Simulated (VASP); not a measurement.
# BaS (F-43m) in VASP: further runs, part 2 of 2

VASP 6.6.1.

## Step 4: Single point, r2SCAN

This run uses another cell than the first one, of 43.59 Å³/atom, 1.064 times its volume.

Contents of POSCAR:

```
BaS
1.0
    0.0000000000      3.5194117709      3.5194117709
    3.5194117709      0.0000000000      3.5194117709
    3.5194117709      3.5194117709      0.0000000000
Ba S
1 1
Direct
    0.0000000000      0.0000000000      0.0000000000
    0.2500000000      0.2500000000      0.2500000000
```

Contents of INCAR.step1:

```
SYSTEM = BaS
PREC = Accurate
ENCUT = 520
ISMEAR = 0
SIGMA = 0.01
LREAL = .FALSE.
LASPH = .TRUE.
NELM = 80
NBANDS = 15
GGA = PE
ALGO = Normal
EDIFF = 1E-4
LWAVE = .TRUE.
LCHARG = .FALSE.
```

Contents of INCAR.step2:

```
SYSTEM = BaS
PREC = Accurate
ENCUT = 520
EDIFF = 1E-6
ISMEAR = 0
SIGMA = 0.01
LREAL = .FALSE.
LASPH = .TRUE.
NELM = 80
ALGO = Normal
ISIF = 2
LWAVE = .FALSE.
LCHARG = .TRUE.
METAGGA = R2SCAN
LMIXTAU = .TRUE.
LELF = .TRUE.
LVHAR = .TRUE.
NBANDS = 15
ISTART = 1
```

Contents of KPOINTS:

```
Automatic mesh
0
G
  6 6 6
  0 0 0
```

Potentials or basis: VASP PAW PBE potentials, release 64 (Ba_sv, S).

Command:

```
> cat potpaw_PBE.64/Ba_sv/POTCAR potpaw_PBE.64/S/POTCAR > POTCAR
> cp INCAR.step1 INCAR
> mpirun -np 1 vasp_std > vasp.out
> cp INCAR.step2 INCAR
> mpirun -np 1 vasp_std > vasp.out
```

OUTCAR:

```text
SYSTEM = BaS
   PREC = Accurate
   ENCUT = 520
   EDIFF = 1E-6
   ISMEAR = 0
   LREAL = .FALSE.
   LASPH = .TRUE.
   NELM = 80
   ISIF = 2
   METAGGA = R2SCAN
   ISTART = 1

 ion  position               nearest neighbor table
   1  0.000  0.000  0.000-   2 3.05   2 3.05   2 3.05   2 3.05
   2  0.250  0.250  0.250-   1 3.05   1 3.05   1 3.05   1 3.05

  LATTYP: Found a face centered cubic cell.
 ALAT       =     7.0388235418

  Lattice vectors:

 A1 = (   0.0000000000,   3.5194117709,   3.5194117709)
 A2 = (   3.5194117709,   0.0000000000,   3.5194117709)
 A3 = (   3.5194117709,   3.5194117709,   0.0000000000)

Analysis of symmetry for initial positions (statically):
=====================================================================
 Subroutine PRICEL returns:
 Original cell was already a primitive cell.

 Routine SETGRP: Setting up the symmetry group for a
 face centered cubic supercell.

 Subroutine GETGRP returns: Found 24 space group operations
 (whereof 24 operations were pure point group operations)
 out of a pool of 48 trial point group operations.

The static configuration has the point symmetry T_d .

Analysis of symmetry for dynamics (positions and initial velocities):
=====================================================================
 Subroutine PRICEL returns:
 Original cell was already a primitive cell.

 Routine SETGRP: Setting up the symmetry group for a
 face centered cubic supercell.

 Subroutine GETGRP returns: Found 24 space group operations
 (whereof 24 operations were pure point group operations)
 out of a pool of 48 trial point group operations.

The dynamic configuration has the point symmetry T_d .

 Subroutine INISYM returns: Found 24 space group operations
 (whereof 24 operations are pure point group operations),
 and found     1 'primitive' translations

----------------------------------------------------------------------------------------

                                     Primitive cell

[... 110 lines left out ...]
   LEPSILON=     F    determine dielectric tensor
   LRPA    =     F    only Hartree local field effects (RPA)
 non-spin polarized calculation
 Gauss-broadening in eV      SIGMA  =   0.01
  energy-cutoff  :      520.00
  volume of cell :       87.18
 maximum number of plane-waves:      2397
 NGX is ok and might be reduce to    40
   NGX = 19   NGY = 19   NGZ = 19

 number of electron      15.9999999 magnetization

 Free energy of the ion-electron system (eV)
  ---------------------------------------------------
  ext. energy  EPLUGINS =         0.00000000
  ---------------------------------------------------
  free energy    TOTEN  =       -38.61611810 eV

  energy without entropy =      -38.61611810  energy(sigma->0) =      -38.61611810

 E-fermi :  -0.3635     XC(G=0):  -7.6048

 val. band max:       -0.4217894204   @ k =  -0.3333   0.5000   0.1667
 cond. band min:       2.6628645961   @ k =   0.0000   0.0000   0.0000
 fundamental gap:      3.0846540165
 Fermi energy:        -0.3635205959

 k-point     1 :       0.0000    0.0000    0.0000
  band No.  band energies     occupation
      1     -27.2542      2.00000
      2     -12.0103      2.00000
      3     -12.0103      2.00000
      4     -12.0103      2.00000
      5     -10.7772      2.00000
      6      -1.0999      2.00000
      7      -1.0999      2.00000
      8      -1.0999      2.00000
      9       2.6629      0.00000
     10       5.1300      0.00000
     11       5.1300      0.00000
     12       7.0453      0.00000
     13       7.0453      0.00000
     14       7.0453      0.00000
[... 257 lines left out ...]
      2     -12.7763      2.00000
      3     -12.1467      2.00000
      4     -12.1136      2.00000
      5      -9.8592      2.00000
      6      -1.2426      2.00000
      7      -0.7038      2.00000
      8      -0.4218      2.00000
      9       3.2625      0.00000
     10       4.3535      0.00000
     11       6.0536      0.00000
     12       6.4572      0.00000
     13       7.3813      0.00000
     14       8.6490      0.00000
     15       9.0200      0.00000

------------------------ aborting loop because EDIFF is reached ----------------------------------------

  FORCE on cell =-STRESS in cart. coord.  units (eV):
  Direction    XX          YY          ZZ          XY          YZ          ZX
  --------------------------------------------------------------------------------------
  -------------------------------------------------------------------------------------
  Total        0.2161770      0.2161770      0.2161770     -0.0000000      0.0000000      0.0000000
  in kB        3.9726459      3.9726459      3.9726459     -0.0000000      0.0000000      0.0000000
  external PRESSURE =       3.9726459 kB  Pullay stress =       0.0000000 kB

 VOLUME and BASIS-vectors are now :
 -----------------------------------------------------------------------------
  energy-cutoff  :      520.00
  volume of cell :       87.18
      direct lattice vectors                 reciprocal lattice vectors
     0.000000000  3.519411771  3.519411771    -0.142069196  0.142069196  0.142069196
     3.519411771  0.000000000  3.519411771     0.142069196 -0.142069196  0.142069196
     3.519411771  3.519411771  0.000000000     0.142069196  0.142069196 -0.142069196

 POSITION                                       TOTAL-FORCE (eV/Angst)
 -----------------------------------------------------------------------------------
      0.00000      0.00000      0.00000        -0.000000      0.000000      0.000000
      1.75971      1.75971      1.75971         0.000000     -0.000000     -0.000000
 -----------------------------------------------------------------------------------
    total drift:                                0.000000      0.000000      0.000000

  FREE ENERGIE OF THE ION-ELECTRON SYSTEM (eV)
  ---------------------------------------------------
  free  energy   TOTEN  =       -38.6161180995 eV

  energy  without entropy=      -38.6161180995  energy(sigma->0) =      -38.61611810
```

OUTCAR.step1:

```text
SYSTEM = BaS
   PREC = Accurate
   ENCUT = 520
   ISMEAR = 0
   LREAL = .FALSE.
   LASPH = .TRUE.
[... 499 lines left out ...]
      0.00000      0.00000      0.00000         0.000000      0.000000      0.000000
      1.75971      1.75971      1.75971        -0.000000     -0.000000     -0.000000
 -----------------------------------------------------------------------------------
    total drift:                                0.000000      0.000000      0.000000

  FREE ENERGIE OF THE ION-ELECTRON SYSTEM (eV)
  ---------------------------------------------------
  free  energy   TOTEN  =        -9.7337449495 eV

  energy  without entropy=       -9.7337449495  energy(sigma->0) =       -9.73374495
```

OSZICAR.step1:

```text
N       E                     dE             d eps       ncg     rms          rms(c)
DAV:   1     0.922832529173E+02    0.92283E+02   -0.63090E+03   480   0.883E+02
DAV:   2    -0.365856452477E+01   -0.95942E+02   -0.87713E+02   650   0.164E+02
DAV:   3    -0.105766370686E+02   -0.69181E+01   -0.68703E+01   700   0.479E+01
DAV:   4    -0.107212776004E+02   -0.14464E+00   -0.14461E+00   664   0.695E+00
DAV:   5    -0.107233780205E+02   -0.21004E-02   -0.21004E-02   708   0.676E-01    0.510E+00
DAV:   6    -0.974555169395E+01    0.97783E+00   -0.13562E+00   557   0.625E+00    0.346E+00
DAV:   7    -0.970701648465E+01    0.38535E-01   -0.39347E-01   585   0.301E+00    0.252E+00
DAV:   8    -0.971813984691E+01   -0.11123E-01   -0.38164E-02   564   0.121E+00    0.783E-01
DAV:   9    -0.972906703475E+01   -0.10927E-01   -0.16759E-02   508   0.864E-01    0.377E-01
DAV:  10    -0.973236356743E+01   -0.32965E-02   -0.13336E-03   564   0.208E-01    0.126E-01
DAV:  11    -0.973370753097E+01   -0.13440E-02   -0.19089E-03   487   0.215E-01    0.319E-02
DAV:  12    -0.973374494952E+01   -0.37419E-04   -0.10638E-04   595   0.510E-02
   1 F= -.97337449E+01 E0= -.97337449E+01  d E =-.678210E-25
```

Run time: 52 s. Hardware: 1 thread of Intel Xeon 6975P-C (Granite Rapids), shared host; peak memory 0.25 GiB.

Results:

- Free energy: -38.6161 eV
- Pressure: 0.4 GPa
- Band gap on the k mesh: 3.08 eV, indirect (least direct gap 3.68 eV)

Caveat: the PAW data sets were made with another functional, which shifts forces and pressure a little; spin-orbit coupling is left out, which moves the levels of the heavy elements. A k mesh can miss the band edges.

## Step 5: Single point, r2SCAN

This run uses another cell than the first one, of 43.59 Å³/atom, 1.064 times its volume.

POSCAR is that of step 4.

Contents of INCAR.step1:

```
  ALGO = Normal
  EDIFF = 1E-4
  ENCUT = 520
  GGA = PE
  ISMEAR = 0
  LASPH = True
  LCHARG = False
  LREAL = False
  LWAVE = True
  NBANDS = 15
  NELM = 60
  PREC = Accurate
  SIGMA = 0.01
```

Contents of INCAR.step2:

```
  ALGO = Normal
  EDIFF = 1E-6
  ENCUT = 520
  ISIF = 2
  ISMEAR = 0
  ISTART = 1
  LASPH = True
  LCHARG = False
  LMIXTAU = True
  LREAL = False
  LWAVE = False
  METAGGA = R2SCAN
  NBANDS = 15
  NELM = 60
  PREC = Accurate
  SIGMA = 0.01
```

Contents of KPOINTS:

```
k-points
0
Gamma
  6 6 6
```

Command:

```
> cat potpaw_PBE.64/Ba_sv/POTCAR potpaw_PBE.64/S/POTCAR > POTCAR
> cp INCAR.step1 INCAR
> mpirun -np 1 vasp_std > vasp.out
> cp INCAR.step2 INCAR
> mpirun -np 1 vasp_std > vasp.out
```

Run time: 51 s. Hardware: 1 thread of Intel Xeon 6975P-C (Granite Rapids), shared host; peak memory 0.25 GiB.

It converged, with:

* Free energy: -38.6161 eV
* Pressure: 0.4 GPa
* Band gap on the k mesh: 3.08 eV, indirect (least direct gap 3.68 eV)

Levels at points of the mesh, in eV from the valence-band top:
```csv
k point,band 6,band 7,band 8,band 9,band 10,band 11
"(0.00, 0.00, 0.00)",-0.68,-0.68,-0.68,3.08,5.55,5.55
"(0.50, 0.00, 0.00)",-0.59,-0.42,-0.42,4.75,5.73,5.73
"(0.50, 0.50, 0.00)",-1.08,-0.01,-0.01,3.71,4.99,6.82
```

Caveat: the PAW data sets were made with another functional, which shifts forces and pressure a little; spin-orbit coupling is left out, which moves the levels of the heavy elements.

## Step 6: Summary

| cell | gap on the mesh (eV) | pressure (GPa) |
| --- | --- | --- |
| a = 4.876 Å, angles 60.0°, 2 atoms | 3.17 | 2.5 |
| a = 4.927 Å, angles 60.0°, 2 atoms | 3.13 | 1.4 |
| a = 4.977 Å, angles 60.0°, 2 atoms | 3.08 | 0.4 |

Alike in all rows: task single point; level r2SCAN; potentials or basis VASP PAW PBE potentials, release 64 (Ba_sv, S); no spin polarisation; k mesh 6 × 6 × 6; cutoff (eV) 520; smearing gaussian 0.01 eV.

Caveats: the PAW data sets were made with another functional, which shifts forces and pressure a little; spin-orbit coupling is left out, which moves the levels of the heavy elements.

Total energies depend on the potentials used, so only differences within one code and one set of settings carry meaning.
